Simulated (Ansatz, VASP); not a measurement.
## LuHfO2 in VASP and in Ansatz

```
Lu Hf O
1.0
     3.29324    0.00000    0.00000
     0.00000    3.29324    0.00000
     0.00000    0.00000    4.66186
Lu Hf O
1 1 2
Cartesian
  0.0000 0.0000 0.0000
  1.6466 1.6466 2.3309
  0.0000 0.0000 2.3309
  1.6466 1.6466 0.0000
```

Change from the starting cell: species swapped into the LaGdN2 type (P4/mmm, No. 123).

Alike in both runs: functional PBE; k mesh 14 × 14 × 10; occupations gaussian, width 0.1 eV; no spin polarisation.

Ansatz relaxed the structure, and its values are those at the end. VASP's run is a single point on that final structure, the one shown.

|  | VASP | Ansatz |
| --- | --- | --- |
| version | VASP 6.6.1 | Ansatz 0.2.0 |
| potentials or method | VASP PAW PBE potentials, release 64 (Lu, Hf_pv, O), cutoff 520 eV | scalar-relativistic, plane waves, PAW |
| valence electrons in the cell | 47 | 63 |

```tsv
	VASP	Ansatz	Ansatz less VASP
gap on the k mesh at the Fermi level (eV)	none	none	-
pressure (GPa)	-0.7	0.0	+0.67
```

A gap of «none» marks a metal or a gap that the smearing closes. The functional is the same, so the differences come from potentials, cutoffs and numerics. VASP's potentials hold 47 valence electrons a cell and Ansatz's 63, so a difference there can come from the potentials and not from the codes.

Spin-orbit coupling is off throughout.
